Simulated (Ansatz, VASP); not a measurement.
BaTiO3: VASP beside Ansatz

```xyz
5
Lattice="4.0192 0.0000 0.0000 0.0000 4.0192 0.0000 0.0000 0.0000 4.0192" Properties=species:S:1:pos:R:3 pbc="T T T"
Ba    2.0096    2.0096    2.0096
Ti    0.0000    0.0000    0.0000
O     2.0096    0.0000    0.0000
O     0.0000    2.0096    0.0000
O     0.0000    0.0000    2.0096
```

Alike in both runs: task single point; functional PBE; k mesh 8 × 8 × 8; occupations gaussian, width 0.02 eV; no spin polarisation.

|  | VASP | Ansatz |
| --- | --- | --- |
| version | VASP 6.6.1 | Ansatz 0.2.0 |
| potentials or method | VASP PAW PBE potentials, release 64 (Ba_sv, Ti_sv, O), cutoff 520 eV | scalar-relativistic, plane waves, PAW |
| valence electrons in the cell | 40 | 40 |

VASP gave:

```
gap on the k mesh at the Fermi level (eV) : 1.72
least direct gap on the mesh (eV)         : 1.88
pressure (GPa)                            : 1.7
```

Problem. What did Ansatz give for the same quantities?

Solution. gap on the k mesh at the Fermi level (eV): 1.78; least direct gap on the mesh (eV): 1.90; pressure (GPa): 0.0.

With one functional, cell and mesh, what is left measures potentials, basis and numerics.

Neither program's run includes spin-orbit coupling.
